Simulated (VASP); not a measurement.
Wanted: the native input for a VASP 6.6.1 run.

```
Task                   : single point
Functional             : PBE
Potentials or basis    : VASP PAW PBE potentials, release 64 (Si)
Cutoff                 : 520 eV
k mesh                 : 12 × 12 × 6
Occupations            : gaussian, width 0.05 eV
Spin                   : no spin polarisation
Dipole correction      : no
Further INCAR settings : ALGO = Normal; EDIFF = 1e-06; NBANDS = 16
```

The structure of Si lies in POSCAR:

```
Si
1.0
    3.7261315656      0.0000000000      0.0000000000
   -1.8630657828      3.2269245936      0.0000000000
    0.0000000000      0.0000000000      6.7986996546
Si
4
Direct
    0.3333333333      0.6666666667      0.0629320729
    0.6666666667      0.3333333333      0.5629320729
    0.3333333333      0.6666666667      0.4370679271
    0.6666666667      0.3333333333      0.9370679271
```

This isn't the form of Si at room conditions, which is diamond.

This cell differs from its parent crystal: c/a of the conventional cell at fixed volume 1.8246.

One way to write it, as run:

INCAR

```
PREC = Accurate ; ENCUT = 520
EDIFF = 1E-6 ; ISMEAR = 0
SIGMA = 0.05 ; LREAL = False
LASPH = True ; NELM = 80
ALGO = Normal ; ISIF = 2
LWAVE = False ; LCHARG = False
GGA = PE ; NBANDS = 16
```

KPOINTS

```
regular mesh
0
Gamma
  12 12 6
```

Potentials or basis: VASP PAW PBE potentials, release 64 (Si).

The run is started by

```bash
$ cat potpaw_PBE.64/Si/POTCAR > POTCAR
$ mpirun -np 1 vasp_std > vasp.out
```

Results of the run:

```yaml
Pressure: 1.1 GPa
Largest_force: 0.698 eV/Å
Band_gap_on_the_k_mesh: 0.43 eV (least direct gap 0.61 eV)
```

Caveat: the stress differs along the axes, from -11 to 7 GPa.

It took 65 s on 1 thread of Intel(R) Xeon(R) Platinum 8259CL CPU @ 2.50GHz (Skylake/Cascade Lake), with other jobs on the host, peak memory 0.22 GiB.
